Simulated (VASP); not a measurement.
Write the native input for VASP 6.6.1 that does the following.

```
Task                   : single point
Functional             : PBE
Potentials or basis    : VASP PAW PBE potentials, release 64 (Ga_d, N)
Cutoff                 : 520 eV
k mesh                 : 6 × 6 × 6
Occupations            : gaussian, width 0.05 eV
Spin                   : no spin polarisation
Dipole correction      : no
Further INCAR settings : ALGO = Normal; EDIFF = 1e-06; NBANDS = 16
```

The structure of GaN lies in POSCAR:

```
GaN
1.0
    2.7688400358      0.0000000000      0.0000000000
    0.0000000000      2.7688400358      0.0000000000
    0.0000000000      0.0000000000      2.7688400358
Ga N
1 1
Direct
    0.0000000000      0.0000000000      0.0000000000
    0.5000000000      0.5000000000      0.5000000000
```

The input as run:

INCAR

```
  PREC = Accurate
  ENCUT = 520
  EDIFF = 1E-6
  ISMEAR = 0
  SIGMA = 0.05
  LREAL = False
  LASPH = True
  NELM = 80
  ALGO = Normal
  ISIF = 2
  LWAVE = False
  LCHARG = True
  GGA = PE
  LELF = True
  LVHAR = True
  NBANDS = 16
```

KPOINTS

```
regular mesh
0
Gamma
  6 6 6
```

Potentials or basis: VASP PAW PBE potentials, release 64 (Ga_d, N).

Launch:

```sh
$ cat potpaw_PBE.64/Ga_d/POTCAR potpaw_PBE.64/N/POTCAR > POTCAR
$ mpirun -np 1 vasp_std > vasp.out
```

Results of the run:

```json
{
 "Pressure": "-3.5 GPa",
 "Band gap on the k mesh": "zero (band 9 reaches 7.38 eV, above the bottom of band 10 at 5.99 eV)"
}
```

Caveat: the k points lie up to 0.38 Å⁻¹ apart.

Run time: 4 s on 1 thread of Intel(R) Xeon(R) 6975P-C (Granite Rapids) (shared host), peak memory 0.14 GiB.
